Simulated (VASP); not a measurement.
Wanted: the native input for a VASP 6.6.1 run.

```yaml
Task: electric field gradients
Functional: LDA
Potentials_or_basis: VASP PAW LDA potentials, release 64 (Sn_d, Pt)
Cutoff: 400 eV
k_mesh: 8 × 8 × 8
Occupations: fermi-dirac, width 0.05 eV
Spin: no spin polarisation
Dipole_correction: no
Further_INCAR_settings: ALGO = Normal; EDIFF = 1e-08; NBANDS = 30
```

The structure of SnPt3 lies in POSCAR:

```
SnPt3
1.0
    3.9459393189      0.0000000000      0.0000000000
    0.0000000000      3.9459393189      0.0000000000
    0.0000000000      0.0000000000      3.9459393189
Sn Pt
1 3
Direct
    0.0000000000      0.0000000000      0.0000000000
    0.0000000000      0.5000000000      0.5000000000
    0.5000000000      0.0000000000      0.5000000000
    0.5000000000      0.5000000000      0.0000000000
```

This cell differs from its parent crystal: volume scaled by 0.96.

One way to write it, as run:

INCAR

```
SYSTEM = SnPt3
PREC = Accurate ; ENCUT = 400
EDIFF = 1E-8 ; ISMEAR = -1
SIGMA = 0.05 ; LREAL = .FALSE.
LASPH = .TRUE. ; NELM = 120
ALGO = Normal ; ISIF = 2
LWAVE = .FALSE. ; LCHARG = .FALSE.
GGA = CA ; LEFG = .TRUE.
NBANDS = 30 ; GGA_COMPAT = .FALSE.
```

KPOINTS

```
regular mesh
0
G
  8 8 8
  0 0 0
```

Potentials or basis: VASP PAW LDA potentials, release 64 (Sn_d, Pt).

Launch:

```sh
$ cat potpaw_LDA.64/Sn_d/POTCAR potpaw_LDA.64/Pt/POTCAR > POTCAR
$ mpirun -np 1 vasp_std > vasp.out
```

It gave:

| Property | Result |
| --- | --- |
| Pressure | 7.6 GPa |
| Band gap on the k mesh | zero (band 22 reaches 12.78 eV, above the bottom of band 23 at 12.28 eV) |

Caveat: without QUAD_EFG the Cq values of the log hold for a quadrupole moment of 1 mb, not for the nuclei; spin-orbit coupling is left out, which moves the levels of the heavy elements.

It took 64 s on 1 thread of Intel Xeon 8259CL, on a shared host, peak memory 0.16 GiB.
